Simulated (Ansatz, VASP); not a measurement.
# Mo3Se: VASP beside Ansatz

```
CELL_PARAMETERS angstrom
4.99864 0.00000 0.00000
0.00000 4.99864 0.00000
0.00000 0.00000 4.99864
ATOMIC_POSITIONS crystal
Mo 0.00000 0.50000 0.25000
Mo 0.00000 0.50000 0.75000
Mo 0.25000 0.00000 0.50000
Mo 0.75000 0.00000 0.50000
Mo 0.50000 0.75000 0.00000
Mo 0.50000 0.25000 0.00000
Se 0.00000 0.00000 0.00000
Se 0.50000 0.50000 0.50000
```

Alike in both runs: functional PBE; k mesh 4 × 4 × 4; occupations gaussian, width 0.1 eV; no spin polarisation.

Ansatz relaxed the structure, and its values are those at the end. VASP's run is a single point on that final structure, the one shown.

```csv
,VASP,Ansatz
version,VASP 6.6.1,Ansatz 0.2.0
potentials or method,"VASP PAW PBE potentials, release 64 (Mo_sv, Se), cutoff 500 eV","scalar-relativistic, plane waves, PAW"
valence electrons in the cell,96,116
```

```tsv
	VASP	Ansatz	Ansatz less VASP
gap on the k mesh at the Fermi level (eV)	none	none	-
pressure (GPa)	0.7	0.2	-0.45
```

A gap of «none» marks a metal or a gap that the smearing closes. VASP's potentials hold 96 valence electrons a cell and Ansatz's 116, so a difference there can come from the potentials and not from the codes.
